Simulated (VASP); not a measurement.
**Li: single point with PBEsol**

The system is Li.

```
Li
1.0
     2.76531    0.00000    0.00000
     0.00000    2.76531    0.00000
     0.00000    0.00000    2.76531
Li
1
Direct
  0.00000 0.00000 0.00000
```

This isn't the form of Li at room conditions, which is bcc.

- Program: VASP 6.6.1
- Task: single point
- Functional: PBEsol
- Potentials or basis: VASP PAW PBE potentials, release 64 (Li_sv)
- Cutoff: 520 eV
- k mesh: 13 × 13 × 13
- Occupations: fermi-dirac, width 0.1 eV
- Spin: no spin polarisation

```json
{
 "Band gap on the k mesh": "zero (an odd number of electrons rules out a gap without spin polarisation)"
}
```

Levels at points of the mesh, in eV from the Fermi level:
```
           k point  band 1  band 2  band 3  band 4  band 5  band 6  band 7
(0.00, 0.00, 0.00)  -46.24   -3.45   11.66   11.66   11.66   13.98   13.98
```

Run time: 13 s on 1 thread of Intel Xeon 8259CL, on a shared host, peak memory 0.13 GiB.
